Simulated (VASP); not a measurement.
The system is Ta3N.

```xyz
4
Lattice="3.0322 0.0000 0.0000 -1.5161 2.6260 0.0000 0.0000 0.0000 7.5241" Properties=species:S:1:pos:R:3 pbc="T T T"
Ta    1.5161    0.8753    6.2155
Ta    0.0000    1.7507    1.3087
Ta    0.0000    0.0000    3.7621
N     0.0000    0.0000    0.0000
```

| Quantity | Value |
| --- | --- |
| Program | VASP 6.6.1 |
| Task | relaxation of cell and atoms |
| Functional | PBEsol |
| Potentials or basis | VASP PAW PBE potentials, release 64 (Ta_pv, N) |
| Cutoff | 600 eV |
| k mesh | 10 × 10 × 4 |
| Occupations | fermi-dirac, width 0.05 eV |
| Spin | no spin polarisation |

At the start: pressure -7.8 GPa; volume 14.98 Å³/atom.

**Question.** How do energy, volume and symmetry change on relaxing?

**Answer.** Over 9 steps the energy falls by 11.8 meV/atom and the volume is 14.53 Å³/atom (-3.0 %); space group P-3m1 (No. 164, to 0.1 Å) before and after.

The path:
```csv
step,energy change (eV),largest force (eV/Å),pressure (GPa),volume (Å³)
1,0.0000,0.3420,-7.79,59.91
2,0.2716,0.9146,24.69,53.82
3,-0.0468,0.0620,-0.18,58.15
4,-0.0468,0.0540,-0.02,58.11
5,-0.0468,0.0477,0.15,58.07
6,-0.0471,0.0050,0.16,58.09
7,-0.0471,0.0106,0.14,58.10
8,-0.0470,0.0062,-0.27,58.19
9,-0.0471,0.0062,-0.02,58.13
```

Final structure:
```
CELL_PARAMETERS angstrom
2.99888 0.00000 0.00000
-1.49944 2.59711 0.00000
0.00000 0.00000 7.46315
ATOMIC_POSITIONS crystal
Ta 0.66667 0.33333 0.82697
Ta 0.33333 0.66667 0.17303
Ta 0.00000 0.00000 0.50000
N 0.00000 0.00000 0.00000
```

Caveat: the PAW data sets were made with another functional, which shifts forces and pressure a little.
